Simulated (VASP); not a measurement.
Runs of VASP 6.6.1 on ZrB. The structure is that of space group Fm-3m (No. 225), or close to it. The cells are those of the table. 

```csv
cell,gap on the mesh (eV),pressure (GPa)
"a = 3.391, b = 3.289, c = 3.289 Å, angles 57.9, 59.0, 59.0°, 2 atoms",none,(a)
"a = 3.206, b = 3.289, c = 3.289 Å, angles 61.7, 60.8, 60.8°, 2 atoms",none,35.1
"a = 3.350, b = 3.288, c = 3.288 Å, angles 58.8, 59.4, 59.4°, 2 atoms",none,35.1
"a = 3.329, b = 3.288, c = 3.288 Å, angles 59.2, 59.6, 59.6°, 2 atoms",none,35.0
```

Alike in all rows: task single point; level PBE; potentials or basis VASP PAW PBE potentials, release 64 (Zr_sv, B); no spin polarisation; k mesh 18 × 18 × 18; cutoff (eV) 520; smearing gaussian 0.15 eV.

Estimate the missing entries.

(a) 35.2.

Caveats: the cell stands under pressure.

A k mesh can miss the band edges, and the runs leave out spin-orbit coupling on Zr.

A gap of «none» marks levels without a gap at the run's occupations.
